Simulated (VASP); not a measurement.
# CsPbCl3 (Pm-3m) in VASP: further runs

The runs below take CsPbCl3 through single point, relaxation of cell and atoms, with PBE.

Program: VASP 6.6.1. These are calculated values, not measurements. Logs are shortened: lines on timing, memory, paths and dates and some standing lists are left out, and cuts for length are marked.

## Step 1: The cell of the first run

The structure is cubic, space group Pm-3m (No. 221). The conventional cell has a = 5.730 Å, b = 5.730 Å, c = 5.730 Å, α = 90.00°, β = 90.00°, γ = 90.00°. Cs (site symmetry m-3m) has 12 Cl at 4.05 Å and 8 Pb at 4.96 Å within 5.3 Å. Within 3.8 Å of Pb (site symmetry m-3m) lie 6 Cl at 2.87 Å. Within 3.8 Å of Cl (site symmetry 4/mmm) lie 2 Pb at 2.87 Å.

## Step 2: Single point, PBE

The input, INCAR:

```
PREC = Accurate
ENCUT = 520
EDIFF = 1E-6
ISMEAR = 0
SIGMA = 0.02
LREAL = False
LASPH = True
NELM = 100
ALGO = Normal
ISIF = 2
LWAVE = False
LCHARG = False
GGA = PE
NBANDS = 30
```

The input, KPOINTS:

```
regular mesh
0
Gamma
  6 6 6
```

The input, POSCAR:

```
CsPbCl3
1.0
    5.7301234327      0.0000000000      0.0000000000
    0.0000000000      5.7301234327      0.0000000000
    0.0000000000      0.0000000000      5.7301234327
Cs Pb Cl
1 1 3
Direct
    0.0000000000      0.0000000000      0.0000000000
    0.5000000000      0.5000000000      0.5000000000
    0.5000000000      0.5000000000      0.0000000000
    0.0000000000      0.5000000000      0.5000000000
    0.5000000000      0.0000000000      0.5000000000
```

Potentials or basis: VASP PAW PBE potentials, release 64 (Cs_sv, Pb_d, Cl).

Launch:

```bash
$ cat potpaw_PBE.64/Cs_sv/POTCAR potpaw_PBE.64/Pb_d/POTCAR potpaw_PBE.64/Cl/POTCAR > POTCAR
$ mpirun -np 1 vasp_std > vasp.out
```

OUTCAR:

```text
PREC = Accurate
   ENCUT = 520
   EDIFF = 1E-6
   ISMEAR = 0
   LREAL = False
   LASPH = True
   NELM = 100
   ISIF = 2
   GGA = PE

 ion  position               nearest neighbor table
   1  0.000  0.000  0.000-
   2  0.500  0.500  0.500-   3 2.87   4 2.87   5 2.87   3 2.87   5 2.87   4 2.87
   3  0.500  0.500  0.000-   2 2.87   2 2.87
   4  0.000  0.500  0.500-   2 2.87   2 2.87
   5  0.500  0.000  0.500-   2 2.87   2 2.87

  LATTYP: Found a simple cubic cell.
 ALAT       =     5.7301234327

  Lattice vectors:

 A1 = (   5.7301234327,   0.0000000000,   0.0000000000)
 A2 = (   0.0000000000,   5.7301234327,   0.0000000000)
 A3 = (   0.0000000000,   0.0000000000,   5.7301234327)

Analysis of symmetry for initial positions (statically):
=====================================================================
 Subroutine PRICEL returns:
 Original cell was already a primitive cell.

 Routine SETGRP: Setting up the symmetry group for a
 simple cubic supercell.

 Subroutine GETGRP returns: Found 48 space group operations
 (whereof 48 operations were pure point group operations)
 out of a pool of 48 trial point group operations.

The static configuration has the point symmetry O_h .

Analysis of symmetry for dynamics (positions and initial velocities):
=====================================================================
 Subroutine PRICEL returns:
 Original cell was already a primitive cell.

 Routine SETGRP: Setting up the symmetry group for a
 simple cubic supercell.

 Subroutine GETGRP returns: Found 48 space group operations
 (whereof 48 operations were pure point group operations)
 out of a pool of 48 trial point group operations.

The dynamic configuration has the point symmetry O_h .

 Subroutine INISYM returns: Found 48 space group operations
 (whereof 48 operations are pure point group operations),
 and found     1 'primitive' translations

----------------------------------------------------------------------------------------

                                     Primitive cell

  volume of cell :     188.1447

  direct lattice vectors                    reciprocal lattice vectors
     5.730123433  0.000000000  0.000000000     0.174516310  0.000000000  0.000000000
     0.000000000  5.730123433  0.000000000     0.000000000  0.174516310  0.000000000
     0.000000000  0.000000000  5.730123433     0.000000000  0.000000000  0.174516310

  length of vectors
     5.730123433  5.730123433  5.730123433     0.174516310  0.174516310  0.174516310

  position of ions in fractional coordinates (direct lattice)
     0.000000000  0.000000000  0.000000000
     0.500000000  0.500000000  0.500000000
     0.500000000  0.500000000  0.000000000
     0.000000000  0.500000000  0.500000000
     0.500000000  0.000000000  0.500000000

  ion indices of the primitive-cell ions
   primitive index   ion index
                 1           1
                 2           2
                 3           3
                 4           4
                 5           5

----------------------------------------------------------------------------------------

 KPOINTS: regular mesh

Automatic generation of k-mesh.
 Grid dimensions read from file:
 generate k-points for:    6    6    6

 Generating k-lattice:

  Cartesian coordinates                     Fractional coordinates (reciprocal lattice)
     0.029086052  0.000000000  0.000000000     0.166666667  0.000000000  0.000000000
     0.000000000  0.029086052  0.000000000     0.000000000  0.166666667  0.000000000
     0.000000000  0.000000000  0.029086052     0.000000000  0.000000000  0.166666667

  Length of vectors
     0.029086052  0.029086052  0.029086052

  Shift w.r.t. Gamma in fractional coordinates (k-lattice)
     0.000000000  0.000000000  0.000000000

 Subroutine IBZKPT returns following result:
 ===========================================

 Found     20 irreducible k-points:

 Following reciprocal coordinates:
            Coordinates               Weight
  0.000000  0.000000  0.000000      1.000000
  0.166667  0.000000  0.000000      6.000000
  0.333333  0.000000  0.000000      6.000000
  0.500000  0.000000  0.000000      3.000000
  0.166667  0.166667  0.000000     12.000000
  0.333333  0.166667  0.000000     24.000000
[... 12 lines left out ...]
  0.500000  0.500000  0.333333      6.000000
  0.500000  0.500000  0.500000      1.000000
   k-points           NKPTS =     20   k-points in BZ     NKDIM =     20   number of bands    NBANDS=     30
   number of dos      NEDOS =    301   number of ions     NIONS =      5
   total plane-waves  NPLWV = 110592
   dimension x,y,z NGX =    48 NGY =   48 NGZ =   48
   dimension x,y,z NGXF=    96 NGYF=   96 NGZF=   96
   ions per type =               1   1   3
   NGX,Y,Z   is equivalent  to a cutoff of  13.93, 13.93, 13.93 a.u.
   NGXF,Y,Z  is equivalent  to a cutoff of  27.85, 27.85, 27.85 a.u.
 SYSTEM =  unknown system
   PREC   = accura    normal or accurate (medium, high low for compatibility)
   ISTART =      0    job   : 0-new  1-cont  2-samecut
   ICHARG =      2    charge: 1-file 2-atom 10-const
   ISPIN  =      1    spin polarized calculation?
   LNONCOLLINEAR =      F non collinear calculations
   LSORBIT =      F    spin-orbit coupling
   LASPH  =      T    aspherical Exc in radial PAW
   ENCUT  =  520.0 eV  38.22 Ry    6.18 a.u.  10.65 10.65 10.65*2*pi/ulx,y,z
   NELM   =    100;   NELMIN=  2; NELMDL= -5     # of ELM steps
   EDIFF  = 0.1E-05   stopping-criterion for ELM
   LREAL  =      F    real-space projection
   EDIFFG = 0.1E-04   stopping-criterion for IOM
   NSW    =      0    number of steps for IOM
   IBRION =     -1    ionic relax: 0-MD 1-quasi-New 2-CG
   NFREE  =      0    steps in history (QN), initial steepest desc. (CG)
   ISIF   =      2    stress and relaxation
   ISYM   =      2    0-nonsym 1-usesym 2-fastsym
   POTIM  = 0.5000    time-step for ionic-motion
   TEBEG  =    0.0;   TEEND  =   0.0 temperature during run
   PSTRESS=    0.0 pullay stress
   NELECT =      44.0000    total number of electrons
   NUPDOWN=      -1.0000    fix difference up-down
   EMIN   =  10.00;   EMAX   =-10.00  energy-range for DOS
   EFERMI =   0.00;   METHOD = LEGACY
   ISMEAR =     0;   SIGMA  =   0.02  broadening in eV -4-tet -1-fermi 0-gaus
   EFERMI_NEDOS =   21; number of points for ismear=-14 and -15
   IALGO  =     38    algorithm
   IMIX   =      4    mixing-type and parameters
     AMIX     =   0.40;   BMIX     =  1.00
     AMIX_MAG =   1.60;   BMIX_MAG =  1.00
  volume/ion in A,a.u.               =      37.63       253.93
  Fermi-wavevector in a.u.,A,eV,Ry     =   1.008622  1.906019 13.841455  1.017318
  Thomas-Fermi vector in A             =   2.141500
   LORBIT       =      0    0 simple, 1 ext, 2 COOP (PROOUT), +10 PAW based schemes
   GGA     = PE    functional components
   LHFCALC =     F    Hartree Fock is set to
   AEXX    =    0.0000 exact exchange contribution
   IVDW    =     0    specifies the selected vdW correction
   LEPSILON=     F    determine dielectric tensor
   LRPA    =     F    only Hartree local field effects (RPA)
 non-spin polarized calculation
 Gauss-broadening in eV      SIGMA  =   0.02
  energy-cutoff  :      520.00
  volume of cell :      188.14
 maximum number of plane-waves:      5112
 NGX is ok and might be reduce to    48
   NGX = 21   NGY = 21   NGZ = 21

 number of electron      44.0000011 magnetization

 Free energy of the ion-electron system (eV)
  ---------------------------------------------------
  ext. energy  EPLUGINS =         0.00000000
  ---------------------------------------------------
  free energy    TOTEN  =       -17.56530468 eV

  energy without entropy =      -17.56530468  energy(sigma->0) =      -17.56530468

 E-fermi :   1.0788     XC(G=0):  -7.5404

 val. band max:        0.9887483367   @ k =   0.5000   0.5000   0.5000
 cond. band min:       3.1960414876   @ k =   0.5000   0.5000   0.5000
 fundamental gap:      2.2072931509
 Fermi energy:         1.0787859645

 k-point     1 :       0.0000    0.0000    0.0000
  band No.  band energies     occupation
      1     -20.0555      2.00000
      2     -15.5275      2.00000
      3     -15.5275      2.00000
      4     -15.3662      2.00000
      5     -15.3662      2.00000
      6     -15.3662      2.00000
[... 22 lines left out ...]
     29       7.0483      0.00000
     30       7.0483      0.00000

 k-point     2 :       0.1667    0.0000    0.0000
  band No.  band energies     occupation
      1     -20.0551      2.00000
      2     -15.5274      2.00000
      3     -15.5098      2.00000
      4     -15.3665      2.00000
      5     -15.3665      2.00000
      6     -15.3662      2.00000
[... 22 lines left out ...]
     29       6.6958      0.00000
     30       7.2117      0.00000

 k-point     3 :       0.3333    0.0000    0.0000
  band No.  band energies     occupation
      1     -20.0544      2.00000
      2     -15.5274      2.00000
      3     -15.4737      2.00000
      4     -15.3670      2.00000
      5     -15.3670      2.00000
      6     -15.3662      2.00000
[... 22 lines left out ...]
     29       6.9208      0.00000
     30       7.6799      0.00000

 k-point     4 :       0.5000    0.0000    0.0000
  band No.  band energies     occupation
      1     -20.0540      2.00000
      2     -15.5273      2.00000
      3     -15.4552      2.00000
      4     -15.3672      2.00000
      5     -15.3672      2.00000
      6     -15.3662      2.00000
[... 484 lines left out ...]
     29       7.1392      0.00000
     30       7.5292      0.00000

 k-point    19 :       0.5000    0.5000    0.3333
  band No.  band energies     occupation
      1     -20.0520      2.00000
      2     -15.4323      2.00000
      3     -15.4110      2.00000
      4     -15.3682      2.00000
      5     -15.3680      2.00000
      6     -15.3680      2.00000
[... 22 lines left out ...]
     29       6.9841      0.00000
     30       7.7086      0.00000

 k-point    20 :       0.5000    0.5000    0.5000
  band No.  band energies     occupation
      1     -20.0517      2.00000
      2     -15.4110      2.00000
      3     -15.4110      2.00000
      4     -15.3682      2.00000
      5     -15.3682      2.00000
      6     -15.3682      2.00000
[... 22 lines left out ...]
     29       6.8803      0.00000
     30       8.0222      0.00000

------------------------ aborting loop because EDIFF is reached ----------------------------------------

  FORCE on cell =-STRESS in cart. coord.  units (eV):
  Direction    XX          YY          ZZ          XY          YZ          ZX
  --------------------------------------------------------------------------------------
  -------------------------------------------------------------------------------------
  Total        0.0197347      0.0197347      0.0197347     -0.0000000      0.0000000     -0.0000000
  in kB        0.1680538      0.1680538      0.1680538     -0.0000000      0.0000000     -0.0000000
  external PRESSURE =       0.1680538 kB  Pullay stress =       0.0000000 kB

 VOLUME and BASIS-vectors are now :
 -----------------------------------------------------------------------------
  energy-cutoff  :      520.00
  volume of cell :      188.14
      direct lattice vectors                 reciprocal lattice vectors
     5.730123433  0.000000000  0.000000000     0.174516310  0.000000000  0.000000000
     0.000000000  5.730123433  0.000000000     0.000000000  0.174516310  0.000000000
     0.000000000  0.000000000  5.730123433     0.000000000  0.000000000  0.174516310

 POSITION                                       TOTAL-FORCE (eV/Angst)
 -----------------------------------------------------------------------------------
      0.00000      0.00000      0.00000         0.000000      0.000000      0.000000
      2.86506      2.86506      2.86506         0.000000      0.000000      0.000000
      2.86506      2.86506      0.00000         0.000000      0.000000      0.000000
      0.00000      2.86506      2.86506         0.000000      0.000000      0.000000
      2.86506      0.00000      2.86506         0.000000      0.000000      0.000000
 -----------------------------------------------------------------------------------
    total drift:                                0.000000     -0.000000     -0.000000

  FREE ENERGIE OF THE ION-ELECTRON SYSTEM (eV)
  ---------------------------------------------------
  free  energy   TOTEN  =       -17.5653046802 eV

  energy  without entropy=      -17.5653046802  energy(sigma->0) =      -17.56530468
```

Wall time 2.1 min (1 thread of Intel Xeon Platinum 8259CL at 2.50GHz (Skylake/Cascade Lake), shared host); peak memory 0.38 GiB.

Results:

* Free energy: -17.5653 eV
* Pressure: 0.0 GPa
* Band gap on the k mesh: 2.21 eV, direct

Levels at points of the mesh, in eV from the valence-band top:
```
           k point  band 18  band 19  band 20  band 21  band 22  band 23  band 24  band 25  band 26  band 27
(0.00, 0.00, 0.00)    -2.14    -2.14    -2.06    -2.06    -2.06     3.66     4.73     4.73     5.62     5.62
(0.50, 0.00, 0.00)    -2.24    -2.24    -2.15    -2.15    -1.44     3.15     4.98     5.40     5.40     5.55
(0.50, 0.50, 0.00)    -2.32    -2.30    -2.30    -1.77    -0.70     2.72     2.72     5.04     5.70     5.95
(0.50, 0.50, 0.50)    -2.32    -1.76    -1.76    -1.76     0.00     2.21     2.21     2.21     5.42     5.89
```

Caveat: spin-orbit coupling is left out, which moves the levels of the heavy elements. A k mesh can miss the band edges.

## Step 3: Relaxation of cell and atoms, PBE

This run uses another cell than the first one, of 35.22 Å³/atom, 0.936 times its volume.

The input, INCAR:

```
SYSTEM = CsPbCl3
ALGO = Normal
EDIFF = 1E-6
EDIFFG = -0.02
ENCUT = 600
GGA = PE
IBRION = 2
ISIF = 3
ISMEAR = 0
LASPH = .True.
LCHARG = .False.
LREAL = .False.
LWAVE = .False.
NELM = 100
NSW = 70
PREC = Accurate
SIGMA = 0.02
```

The input, KPOINTS:

```
k-points
0
Gamma
  6 6 6
  0 0 0
```

POSCAR: that of step 2 with these lines changed.

```diff
@@ -2,5 +2,5 @@
 1.0
-    5.7301234327      0.0000000000      0.0000000000
-    0.0000000000      5.7301234327      0.0000000000
-    0.0000000000      0.0000000000      5.7301234327
+    5.6050000000      0.0000000000      0.0000000000
+    0.0000000000      5.6050000000      0.0000000000
+    0.0000000000      0.0000000000      5.6050000000
 Cs Pb Cl
```

Potentials or basis: VASP PAW PBE potentials, release 64 (Cs_sv, Pb_d, Cl).

Launch:

```bash
$ cat potpaw_PBE.64/Cs_sv/POTCAR potpaw_PBE.64/Pb_d/POTCAR potpaw_PBE.64/Cl/POTCAR > POTCAR
$ mpirun -np 1 vasp_std > vasp.out
```

Wall time 4.1 min (1 thread of Intel Xeon Platinum 8259CL at 2.50GHz (Skylake/Cascade Lake), shared host); peak memory 0.41 GiB.

It converged, with:

| Property | Result |
| --- | --- |
| Free energy | -17.5649 eV |
| Relaxed volume | 37.73 Å³/atom |
| Relaxed cell | a = 5.735 Å, b = 5.735 Å, c = 5.735 Å, α = 90.00°, β = 90.00°, γ = 90.00° |
| Space group after relaxing (to 0.05 Å) | Pm-3m (No. 221) |
| Energy gained by relaxing | 12.9 meV/atom |
| Ionic steps | 3 |
| Pressure after relaxing | 0.0 GPa |
| Band gap on the k mesh | 2.22 eV, direct |

Step by step:
```tsv
step	energy change (eV)	largest force (eV/Å)	pressure (GPa)	volume (Å³)
1	0.0000	0.0000	1.76	176.09
2	-0.0621	0.0000	0.29	186.14
3	-0.0643	0.0000	-0.02	188.63
```

Final structure:
```
CELL_PARAMETERS angstrom
5.73506 0.00000 0.00000
0.00000 5.73506 0.00000
0.00000 0.00000 5.73506
ATOMIC_POSITIONS crystal
Cs 0.00000 0.00000 0.00000
Pb 0.50000 0.50000 0.50000
Cl 0.50000 0.50000 0.00000
Cl 0.00000 0.50000 0.50000
Cl 0.50000 0.00000 0.50000
```

Levels at points of the mesh, in eV from the valence-band top:
| k point | band 19 | band 20 | band 21 | band 22 | band 23 | band 24 | band 25 | band 26 |
| --- | --- | --- | --- | --- | --- | --- | --- | --- |
| (0.00, 0.00, 0.00) | -2.12 | -2.04 | -2.04 | -2.04 | 3.67 | 4.75 | 4.75 | 5.64 |
| (0.50, 0.00, 0.00) | -2.22 | -2.13 | -2.13 | -1.44 | 3.15 | 4.99 | 5.40 | 5.40 |
| (0.50, 0.50, 0.00) | -2.28 | -2.28 | -1.75 | -0.70 | 2.72 | 2.72 | 5.04 | 5.71 |
| (0.50, 0.50, 0.50) | -1.75 | -1.75 | -1.75 | 0.00 | 2.22 | 2.22 | 2.22 | 5.44 |

Caveat: spin-orbit coupling is left out, which moves the levels of the heavy elements. Zero-point motion and thermal expansion aren't in these numbers.

## Step 4: Single point, PBE

This run uses another cell than the first one, of 35.22 Å³/atom, 0.936 times its volume.

The input, INCAR:

```
PREC = Accurate ; ENCUT = 520
EDIFF = 1E-6 ; ISMEAR = 0
SIGMA = 0.1 ; LREAL = False
LASPH = True ; NELM = 100
ALGO = Normal ; ISIF = 2
LWAVE = False ; LCHARG = False
GGA = PE ; NBANDS = 30
```

The input, KPOINTS:

```
Automatic mesh
0
Gamma
  4 4 4
```

POSCAR is that of step 3.

Launch:

```bash
$ cat potpaw_PBE.64/Cs_sv/POTCAR potpaw_PBE.64/Pb_d/POTCAR potpaw_PBE.64/Cl/POTCAR > POTCAR
$ mpirun -np 1 vasp_std > vasp.out
```

It took 48 s on 1 thread of Intel Xeon Platinum 8259CL at 2.50GHz (Skylake/Cascade Lake), shared host; peak memory 0.28 GiB.

It converged, with:

```
Free energy            : -17.4784 eV
Pressure               : 1.8 GPa
Band gap on the k mesh : 1.94 eV, direct
```

Levels at points of the mesh, in eV from the valence-band top:
```csv
k point,band 19,band 20,band 21,band 22,band 23,band 24,band 25,band 26
"(0.00, 0.00, 0.00)",-2.65,-2.54,-2.54,-2.54,3.34,4.28,4.28,5.20
"(0.50, 0.00, 0.00)",-2.75,-2.65,-2.65,-1.69,3.03,4.68,5.19,5.33
"(0.50, 0.50, 0.00)",-2.83,-2.76,-2.23,-0.82,2.52,2.52,4.94,5.38
"(0.50, 0.50, 0.50)",-2.22,-2.22,-2.22,0.00,1.94,1.94,1.94,5.11
```

Caveat: spin-orbit coupling is left out, which moves the levels of the heavy elements. PBE gaps usually lie below the measured ones, often by a third to a half.

## Step 5: The runs side by side

```tsv
task	cell	k mesh	cutoff (eV)	smearing	gap on the mesh (eV)	pressure (GPa)
single point	a = 5.730 Å, 5 atoms	6 × 6 × 6	520	gaussian 0.02 eV	2.21	0.0
relaxation of cell and atoms	relaxed from a = 5.605 Å, 5 atoms	6 × 6 × 6	600	gaussian 0.02 eV	2.22	0.0
single point	a = 5.605 Å, 5 atoms	4 × 4 × 4	520	gaussian 0.1 eV	1.94	1.8
```

Alike in all rows: level PBE; potentials or basis VASP PAW PBE potentials, release 64 (Cs_sv, Pb_d, Cl); no spin polarisation.

Caveats: spin-orbit coupling is left out, which moves the levels of the heavy elements.

Total energies depend on the potentials used, so only differences within one code and one set of settings carry meaning.
